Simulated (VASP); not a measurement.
# MnCd7S8 (P3m1) in VASP: single point with PBEsol+U

Aim: the single point of MnCd7S8 with PBEsol+U.

Everything below comes from runs of VASP 6.6.1. Logs are shortened: lines on timing, memory, paths and dates and some standing lists are left out, and cuts for length are marked.

## Step 1: The cell of the first run

The structure is trigonal, space group P3m1 (No. 156). The conventional cell has a = 8.274 Å, b = 8.274 Å, c = 6.714 Å, α = 90.00°, β = 90.00°, γ = 120.00°. Within 3.2 Å of Mn (site symmetry 3m) lie 4 S at 2.46 Å. Cd (site symmetry m) has 4 S at 2.54 to 2.55 Å within 3.3 Å. Within 3.3 Å of Cd (site symmetry m) lie 4 S at 2.53 to 2.54 Å. Within 3.3 Å of Cd (site symmetry 3m) lie 4 S at 2.53 Å. Within 3.2 Å of S (site symmetry 3m) lie 1 Mn at 2.46 Å and 3 Cd at 2.54 Å. S (site symmetry m) has 4 Cd at 2.53 to 2.54 Å within 3.3 Å. Within 3.2 Å of S (site symmetry m) lie 1 Mn at 2.46 Å and 3 Cd at 2.54 to 2.55 Å. Within 3.3 Å of S (site symmetry 3m) lie 4 Cd at 2.53 to 2.54 Å.

## Step 2: Single point, PBEsol+U, collinear spin, ferromagnetic start

File INCAR:

```
PREC = Accurate
ENCUT = 500
EDIFF = 1E-6
ISMEAR = 0
SIGMA = 0.05
LREAL = False
LASPH = True
NELM = 200
ALGO = Normal
ISIF = 2
LWAVE = False
LCHARG = True
ISPIN = 2
MAGMOM = 1.06 0 0 0 0 0 0 0 0 0 0 0 -0.03 0 -0.03 0
LORBIT = 11
LMAXMIX = 4
LDAU = True
LDAUTYPE = 2
LDAUL = 2 -1 -1
LDAUU = 3.5 0 0
LDAUJ = 0 0 0
LDAUPRINT = 1
GGA = PS
LVHAR = True
NBANDS = 90
GGA_COMPAT = False
KPAR = 4
```

File KPOINTS:

```
Automatic mesh
0
Gamma
  3 3 3
```

File POSCAR:

```
MnCd7S8
1.0
    8.2740025000      0.0000000000      0.0000000000
   -4.1370013000      7.1654964000      0.0000000000
    0.0000000000      0.0000000000      6.7144000000
Mn Cd S
1 7 8
Direct
    0.3333333333      0.1666666667      0.9984253242
    0.3320176140      0.6660088070      0.9984235079
    0.8339911930      0.1679823860      0.9984235079
    0.8339911930      0.6660088070      0.9984235079
    0.1680604708      0.3319395292      0.5002755696
    0.1680604708      0.8361209416      0.5002755696
    0.6638790584      0.3319395292      0.5002755696
    0.6666666667      0.8333333333      0.4982974321
    0.3333333333      0.1666666667      0.3640713934
    0.3321329257      0.6660664628      0.3768198007
    0.8339335372      0.1678670743      0.3768198007
    0.8339335372      0.6660664628      0.3768198007
    0.1709629972      0.3290370028      0.8789854153
    0.1709629972      0.8419259945      0.8789854153
    0.6580740055      0.3290370028      0.8789854153
    0.6666666667      0.8333333333      0.8756929699
```

Potentials or basis: VASP PAW PBE potentials, release 64 (Mn_pv, Cd, S).

On the command line:

```console
$ cat potpaw_PBE.64/Mn_pv/POTCAR potpaw_PBE.64/Cd/POTCAR potpaw_PBE.64/S/POTCAR > POTCAR
$ mpirun -np 4 vasp_std > vasp.out
```

OUTCAR:

```text
PREC = Accurate
   ENCUT = 500
   EDIFF = 1E-6
   ISMEAR = 0
   LREAL = False
   LASPH = True
   NELM = 200
   ISIF = 2
   ISPIN = 2
   LORBIT = 11
   GGA = PS

 ion  position               nearest neighbor table
   1  0.333  0.167  0.998-   9 2.46  15 2.46  13 2.46  14 2.46
   2  0.332  0.666  0.998-  16 2.54  10 2.54  14 2.55  13 2.55
   3  0.834  0.168  0.998-  16 2.54  11 2.54  13 2.55  15 2.55
   4  0.834  0.666  0.998-  16 2.54  12 2.54  14 2.55  15 2.55
   5  0.168  0.332  0.500-  11 2.53  10 2.53   9 2.54  13 2.54
   6  0.168  0.836  0.500-  12 2.53  10 2.53   9 2.54  14 2.54
[... 8 lines left out ...]
  15  0.658  0.329  0.879-   1 2.46   7 2.54   3 2.55   4 2.55
  16  0.667  0.833  0.876-   8 2.53   2 2.54   4 2.54   3 2.54

  LATTYP: Found a hexagonal cell.
 ALAT       =     8.2740025000
 C/A-ratio  =     0.8115056770

  Lattice vectors:

 A1 = (   8.2740025000,   0.0000000000,   0.0000000000)
 A2 = (  -4.1370013000,   7.1654964000,   0.0000000000)
 A3 = (   0.0000000000,   0.0000000000,   6.7144000000)

Analysis of symmetry for initial positions (statically):
=====================================================================
 Subroutine PRICEL returns:
 Original cell was already a primitive cell.

 Routine SETGRP: Setting up the symmetry group for a
 hexagonal supercell.

 Subroutine GETGRP returns: Found  6 space group operations
 (whereof  2 operations were pure point group operations)
 out of a pool of 24 trial point group operations.

The static configuration has the point symmetry C_1h.
 The point group associated with its full space group is C_3v.

Analysis of symmetry for dynamics (positions and initial velocities):
=====================================================================
 Subroutine PRICEL returns:
 Original cell was already a primitive cell.

 Routine SETGRP: Setting up the symmetry group for a
 hexagonal supercell.

 Subroutine GETGRP returns: Found  6 space group operations
 (whereof  2 operations were pure point group operations)
 out of a pool of 24 trial point group operations.

The dynamic configuration has the point symmetry C_1h.
 The point group associated with its full space group is C_3v.

Analysis of structural, dynamic, and magnetic symmetry:
=====================================================================
 Subroutine PRICEL returns:
 Original cell was already a primitive cell.

 Routine SETGRP: Setting up the symmetry group for a
 hexagonal supercell.

 Subroutine GETGRP returns: Found  2 space group operations
 (whereof  1 operations were pure point group operations)
 out of a pool of 24 trial point group operations.

The overall configuration has the point symmetry C_1 .
 The point group associated with its full space group is C_1h.

 Subroutine INISYM returns: Found  2 space group operations
 (whereof  1 operations are pure point group operations),
 and found     1 'primitive' translations

----------------------------------------------------------------------------------------

                                     Primitive cell

  volume of cell :     398.0789

  direct lattice vectors                    reciprocal lattice vectors
     8.274002500  0.000000000  0.000000000     0.120860490  0.069778837  0.000000000
    -4.137001300  7.165496400  0.000000000     0.000000000  0.139557673  0.000000000
     0.000000000  0.000000000  6.714400000     0.000000000  0.000000000  0.148933635

  length of vectors
     8.274002500  8.274002563  6.714400000     0.139557674  0.139557673  0.148933635

  position of ions in fractional coordinates (direct lattice)
     0.333333333  0.166666667  0.998425324
     0.332017614  0.666008807  0.998423508
     0.833991193  0.167982386  0.998423508
     0.833991193  0.666008807  0.998423508
     0.168060471  0.331939529  0.500275570
     0.168060471  0.836120942  0.500275570
[... 8 lines left out ...]
     0.658074005  0.329037003  0.878985415
     0.666666667  0.833333333  0.875692970

  ion indices of the primitive-cell ions
   primitive index   ion index
                 1           1
                 2           2
                 3           3
                 4           4
                 5           5
                 6           6
[... 8 lines left out ...]
                15          15
                16          16

----------------------------------------------------------------------------------------
[... 67 lines left out ...]
   NUPDOWN=      -1.0000    fix difference up-down
   EMIN   =  10.00;   EMAX   =-10.00  energy-range for DOS
   EFERMI =   0.00;   METHOD = LEGACY
   ISMEAR =     0;   SIGMA  =   0.05  broadening in eV -4-tet -1-fermi 0-gaus
   EFERMI_NEDOS =   21; number of points for ismear=-14 and -15
   IALGO  =     38    algorithm
   IMIX   =      4    mixing-type and parameters
     AMIX     =   0.40;   BMIX     =  1.00
     AMIX_MAG =   1.60;   BMIX_MAG =  1.00
  volume/ion in A,a.u.               =      24.88       167.90
  Fermi-wavevector in a.u.,A,eV,Ry     =   1.169161  2.209395 18.598324  1.366938
  Thomas-Fermi vector in A             =   2.305638
   LORBIT       =     11    0 simple, 1 ext, 2 COOP (PROOUT), +10 PAW based schemes
 LDA+U is selected, type is set to LDAUTYPE =  2
   angular momentum for each species LDAUL =     2   -1   -1
   U (eV)           for each species LDAUU =   3.5  0.0  0.0
   J (eV)           for each species LDAUJ =   0.0  0.0  0.0
   GGA     = PS    functional components
   LHFCALC =     F    Hartree Fock is set to
   AEXX    =    0.0000 exact exchange contribution
   IVDW    =     0    specifies the selected vdW correction
   LEPSILON=     F    determine dielectric tensor
   LRPA    =     F    only Hartree local field effects (RPA)
 spin polarized calculation
 Gauss-broadening in eV      SIGMA  =   0.05
  energy-cutoff  :      500.00
  volume of cell :      398.08
 maximum number of plane-waves:     10126
   NGX = 31   NGY = 31   NGZ = 25

atom =   1  type =  1  l = 2

 onsite density matrix

spin component  1

  0.9331 -0.0000  0.0000 -0.0026  0.0000
 -0.0000  0.9309 -0.0000 -0.0000 -0.0026
  0.0000 -0.0000  0.9356 -0.0000 -0.0000
 -0.0026 -0.0000 -0.0000  0.9309  0.0000
  0.0000 -0.0026 -0.0000  0.0000  0.9331

spin component  2

  0.0497 -0.0000  0.0000 -0.0209  0.0000
 -0.0000  0.0336 -0.0000 -0.0000 -0.0209
  0.0000 -0.0000  0.0658 -0.0000 -0.0000
 -0.0209 -0.0000 -0.0000  0.0336  0.0000
  0.0000 -0.0209 -0.0000  0.0000  0.0497

 occupancies and eigenvectors

  o =  0.0193  v =  0.0000  0.0000  0.0000  0.0000  0.0000  0.5653  0.0139  0.0000  0.8247  0.0095      0.0000  0.0000  0.0000  0.0000  0.0000  0.0000  0.0000  0.0000  0.0000  0.0000
  o =  0.0193  v =  0.0000  0.0000  0.0000  0.0000  0.0000  0.0095 -0.8247 -0.0000  0.0139 -0.5653      0.0000  0.0000  0.0000  0.0000  0.0000  0.0000  0.0000  0.0000  0.0000  0.0000
  o =  0.0640  v =  0.0000  0.0000  0.0000  0.0000  0.0000  0.8249 -0.0030 -0.0000 -0.5653  0.0043      0.0000  0.0000  0.0000  0.0000  0.0000  0.0000  0.0000  0.0000  0.0000  0.0000
  o =  0.0640  v =  0.0000  0.0000  0.0000  0.0000  0.0000 -0.0043 -0.5653 -0.0000  0.0030  0.8249      0.0000  0.0000  0.0000  0.0000  0.0000  0.0000  0.0000  0.0000  0.0000  0.0000
  o =  0.0658  v =  0.0000  0.0000  0.0000  0.0000  0.0000  0.0000 -0.0000  1.0000 -0.0000  0.0000      0.0000  0.0000  0.0000  0.0000  0.0000  0.0000  0.0000  0.0000  0.0000  0.0000
  o =  0.9292  v = -0.3944 -0.5812 -0.0000 -0.6009 -0.3815  0.0000  0.0000  0.0000  0.0000  0.0000      0.0000  0.0000  0.0000  0.0000  0.0000  0.0000  0.0000  0.0000  0.0000  0.0000
  o =  0.9292  v = -0.3815  0.6009  0.0000 -0.5812  0.3944  0.0000  0.0000  0.0000  0.0000  0.0000      0.0000  0.0000  0.0000  0.0000  0.0000  0.0000  0.0000  0.0000  0.0000  0.0000
  o =  0.9348  v =  0.1120 -0.5438 -0.0000 -0.0735  0.8285  0.0000  0.0000  0.0000  0.0000  0.0000      0.0000  0.0000  0.0000  0.0000  0.0000  0.0000  0.0000  0.0000  0.0000  0.0000
  o =  0.9348  v =  0.8285  0.0735 -0.0000 -0.5438 -0.1120  0.0000  0.0000  0.0000  0.0000  0.0000      0.0000  0.0000  0.0000  0.0000  0.0000  0.0000  0.0000  0.0000  0.0000  0.0000
  o =  0.9356  v = -0.0000  0.0000 -1.0000  0.0000 -0.0000  0.0000  0.0000  0.0000  0.0000  0.0000      0.0000  0.0000  0.0000  0.0000  0.0000  0.0000  0.0000  0.0000  0.0000  0.0000

 number of electron     144.9999979 magnetization       4.9999848

 Free energy of the ion-electron system (eV)
  ---------------------------------------------------
  ext. energy  EPLUGINS =         0.00000000
  ---------------------------------------------------
  free energy    TOTEN  =       -61.46329931 eV

  energy without entropy =      -61.46329931  energy(sigma->0) =      -61.46329931

 E-fermi :   1.6739     XC(G=0):  -9.3044

 val. band max:        1.4449206290   @ k =   0.0000   0.0000   0.0000
 cond. band min:       2.4547113369   @ k =   0.0000   0.0000   0.0000
 fundamental gap:      1.0097907078
 Fermi energy:         1.6739097836

 spin component 1

 k-point     1 :       0.0000    0.0000    0.0000
  band No.  band energies     occupation
      1     -48.1709      1.00000
      2     -48.1692      1.00000
      3     -48.1692      1.00000
      4     -11.0117      1.00000
      5     -10.5837      1.00000
      6     -10.5680      1.00000
[... 859 lines left out ...]
     83       6.3236      0.00000
     84       6.5512      0.00000
 Fermi energy:         1.6739097836

 spin component 2

 k-point     1 :       0.0000    0.0000    0.0000
  band No.  band energies     occupation
      1     -43.4219      1.00000
      2     -43.4199      1.00000
      3     -43.4199      1.00000
      4     -10.9837      1.00000
      5     -10.5523      1.00000
      6     -10.5507      1.00000
[... 859 lines left out ...]
     83       6.5746      0.00000
     84       6.6904      0.00000
 [bands above 84 left out]

------------------------ aborting loop because EDIFF is reached ----------------------------------------

  FORCE on cell =-STRESS in cart. coord.  units (eV):
  Direction    XX          YY          ZZ          XY          YZ          ZX
  --------------------------------------------------------------------------------------
  -------------------------------------------------------------------------------------
  Total       -2.3081407     -2.3081658     -1.9408562      0.0000000      0.0000054     -0.0000000
  in kB       -9.2897433     -9.2898444     -7.8115066      0.0000001      0.0000216     -0.0000000
  external PRESSURE =      -8.7970314 kB  Pullay stress =       0.0000000 kB

 VOLUME and BASIS-vectors are now :
 -----------------------------------------------------------------------------
  energy-cutoff  :      500.00
  volume of cell :      398.08
      direct lattice vectors                 reciprocal lattice vectors
     8.274002500  0.000000000  0.000000000     0.120860490  0.069778837  0.000000000
    -4.137001300  7.165496400  0.000000000     0.000000000  0.139557673  0.000000000
     0.000000000  0.000000000  6.714400000     0.000000000  0.000000000  0.148933635

 POSITION                                       TOTAL-FORCE (eV/Angst)
 -----------------------------------------------------------------------------------
      2.06850      1.19425      6.70383        -0.000000      0.000000     -0.000976
     -0.00816      4.77228      6.70381        -0.001764     -0.001019     -0.011857
      6.20550      1.20368      6.70381        -0.000000      0.002038     -0.011857
      4.14517      4.77228      6.70381         0.001764     -0.001019     -0.011857
      0.01730      2.37851      3.35905        -0.000291      0.000167     -0.001254
     -2.06850      5.99122      3.35905         0.000000     -0.000334     -0.001253
[... 8 lines left out ...]
      4.08368      2.35771      5.90186        -0.019268     -0.011124      0.019153
      2.06850      5.97125      5.87975        -0.000000      0.000000      0.025211
 -----------------------------------------------------------------------------------
    total drift:                               -0.000002     -0.000002      0.000174

  FREE ENERGIE OF THE ION-ELECTRON SYSTEM (eV)
  ---------------------------------------------------
  free  energy   TOTEN  =       -61.4632993083 eV

  energy  without entropy=      -61.4632993083  energy(sigma->0) =      -61.46329931

 total charge

# of ion       s       p       d       tot
------------------------------------------
    1        0.258   6.201   4.878  11.337
    2        0.426   0.320   9.560  10.305
    3        0.426   0.320   9.560  10.305
    4        0.426   0.320   9.560  10.305
    5        0.427   0.323   9.560  10.310
    6        0.427   0.323   9.560  10.310
[... 8 lines left out ...]
   15        1.315   2.384   0.000   3.699
   16        1.318   2.372   0.000   3.690
--------------------------------------------------
tot         13.776  27.482  71.799 113.056

 magnetization (x)

# of ion       s       p       d       tot
------------------------------------------
    1        0.036   0.048   4.421   4.505
    2        0.003   0.003   0.001   0.007
    3        0.003   0.003   0.001   0.007
    4        0.003   0.003   0.001   0.007
    5        0.003   0.003   0.001   0.007
    6        0.003   0.003   0.001   0.007
[... 8 lines left out ...]
   15        0.002   0.004   0.000   0.006
   16        0.000   0.001   0.000   0.002
--------------------------------------------------
tot          0.065   0.086   4.430   4.581
```

Run time: 5.8 min. Hardware: 4 MPI ranks of Intel Xeon Platinum 8259CL at 2.50GHz (Skylake/Cascade Lake), shared host; peak memory 0.85 GiB.

Results:

```
Free energy                                           : -61.4633 eV
Pressure                                              : -0.9 GPa
Largest force                                         : 0.029 eV/Å
Band gap on the k mesh                                : 1.01 eV
Net moment                                            : 5.00 μB per cell
Site moments                                          : Mn +4.50; Cd +0.01, +0.00 (each value once); S +0.00, +0.01 (each value once) μB
Valence electrons inside the program's atomic spheres : Mn 11.34; Cd 10.30, 10.31 (each value once); S 3.70, 3.69 (each value once)
```

Forces in eV/Å, atoms in the order of the input:
```
Mn   0.000  0.000 -0.001
Cd  -0.002 -0.001 -0.012
Cd   0.000  0.002 -0.012
Cd   0.002 -0.001 -0.012
Cd   0.000  0.000 -0.001
Cd   0.000  0.000 -0.001
Cd   0.000  0.000 -0.001
Cd   0.000  0.000 -0.021
S    0.000  0.000 -0.026
S    0.006  0.003  0.002
S    0.000 -0.007  0.002
S   -0.006  0.003  0.002
S    0.019 -0.011  0.019
S    0.000  0.022  0.019
S   -0.019 -0.011  0.019
S    0.000  0.000  0.025
```

Levels at points of the mesh, in eV from the valence-band top:
Spin up:
```
           k point  band 73  band 74  band 75  band 76  band 77  band 78
(0.00, 0.00, 0.00)    -0.05     0.00     0.00     1.01     2.57     3.44
```
Spin down:
```
           k point  band 68  band 69  band 70  band 71  band 72  band 73
(0.00, 0.00, 0.00)    -0.41    -0.30    -0.30     1.10     2.59     2.92
```

Eigenvalues of the final occupation matrices:
```csv
site,spin,trace,eigenvalues
site 1 d,1,4.66,0.93 0.93 0.93 0.93 0.94
site 1 d,2,0.23,0.02 0.02 0.06 0.06 0.07
```

Caveat: the PAW data sets were made with another functional, which shifts forces and pressure a little; a cell with one magnetic atom can't hold antiferromagnetic order, which such compounds often take. The state reached can hang on the start; a lower one may exist.
